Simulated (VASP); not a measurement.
AlN, 12 atoms in the cell. It takes space group P4/nmm (No. 129, tetragonal). The conventional cell has a = 2.860 Å, b = 2.860 Å, c = 13.636 Å, α = 90.00°, β = 90.00°, γ = 90.00°. Al (site symmetry 4mm) has 5 N at 2.02 Å within 2.7 Å. Al (site symmetry 4mm) has 6 N at 2.02 Å within 2.7 Å. Within 2.7 Å of Al (site symmetry 4mm) lie 6 N at 2.02 Å. N (site symmetry 4mm) has 5 Al at 2.02 Å within 2.7 Å. Within 2.7 Å of N (site symmetry 4mm) lie 6 Al at 2.02 Å. N (site symmetry 4mm) has 6 Al at 2.02 Å within 2.7 Å. 

```yaml
Program: VASP 6.6.1
Task: single point
Functional: PBEsol
Potentials_or_basis: VASP PAW PBE potentials, release 64 (Al, N)
Cutoff: 520 eV
k_mesh: 8 × 8 × 2
Occupations: gaussian, width 0.05 eV
Spin: no spin polarisation
Dipole_correction: no
Further_INCAR_settings: ALGO = Normal; EDIFF = 1e-06; NBANDS = 36
```

Potentials or basis: VASP PAW PBE potentials, release 64 (Al, N).

Command:

```console
$ cat potpaw_PBE.64/Al/POTCAR potpaw_PBE.64/N/POTCAR > POTCAR
$ mpirun -np 1 vasp_std > vasp.out
```

Hardware: 1 thread of Intel(R) Xeon(R) Platinum 8259CL CPU @ 2.50GHz (Skylake/Cascade Lake), with other jobs on the host.

Q: How long does it take, and how much memory?

A: Wall time 2.1 min on 1 thread of Intel(R) Xeon(R) Platinum 8259CL CPU @ 2.50GHz (Skylake/Cascade Lake) (shared host), peak memory 0.27 GiB. Counts: scf iterations 16, k points 30.
